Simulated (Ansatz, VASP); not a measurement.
**One calculation of Ru, two programs**

```
Ru
1.0
     2.72003    0.00000    0.00000
    -1.36001    2.35561    0.00000
     0.00000    0.00000    4.29677
Ru
2
Direct
  0.33333 0.66667 0.25000
  0.66667 0.33333 0.75000
```

Alike in both runs: functional PBE; k mesh 18 × 18 × 10; occupations gaussian, width 0.1 eV; no spin polarisation.

Ansatz relaxed the structure, and its values are those at the end. VASP's run is a single point on that final structure, the one shown.

|  | VASP | Ansatz |
| --- | --- | --- |
| version | VASP 6.6.1 | Ansatz 0.2.0 |
| potentials or method | VASP PAW PBE potentials, release 64 (Ru_pv), cutoff 520 eV | scalar-relativistic, plane waves, PAW |
| valence electrons in the cell | 28 | 32 |

```tsv
	VASP	Ansatz	Ansatz less VASP
gap on the k mesh at the Fermi level (eV)	none	none	-
pressure (GPa)	-0.1	0.0	+0.11
```

A gap of «none» marks a metal or a gap that the smearing closes. With one functional, cell and mesh, what is left measures potentials, basis and numerics. VASP's potentials hold 28 valence electrons a cell and Ansatz's 32, so a difference there can come from the potentials and not from the codes.
